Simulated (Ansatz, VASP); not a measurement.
## One calculation of HRh2, two programs

```xyz
3
Lattice="0.0000 2.5764 2.5764 2.5764 0.0000 2.5764 2.5764 2.5764 0.0000" Properties=species:S:1:pos:R:3 pbc="T T T"
H     0.0000    0.0000    0.0000
Rh    1.2882    1.2882    1.2882
Rh    3.8646    3.8646    3.8646
```

Alike in both runs: task single point; functional PBE; k mesh 9 × 9 × 9; occupations fermi-dirac, width 0.05 eV; no spin polarisation.

|  | VASP | Ansatz |
| --- | --- | --- |
| version | VASP 6.6.1 | Ansatz 0.2.0 |
| potentials or method | VASP PAW PBE potentials, release 64 (H, Rh_pv) | Ansatz PAW |
| plane-wave cutoff (eV) | 520 | 420 |
| valence electrons in the cell | 31 | 35 |

```csv
,VASP,Ansatz,Ansatz less VASP
gap on the k mesh at the Fermi level (eV),none,none,-
pressure (GPa),0.1,0.1,-0.01
```

A gap of «none» marks a metal or a gap that the smearing closes. The functional is the same, so the differences come from potentials, cutoffs and numerics. VASP's potentials hold 31 valence electrons a cell and Ansatz's 35, so a difference there can come from the potentials and not from the codes.
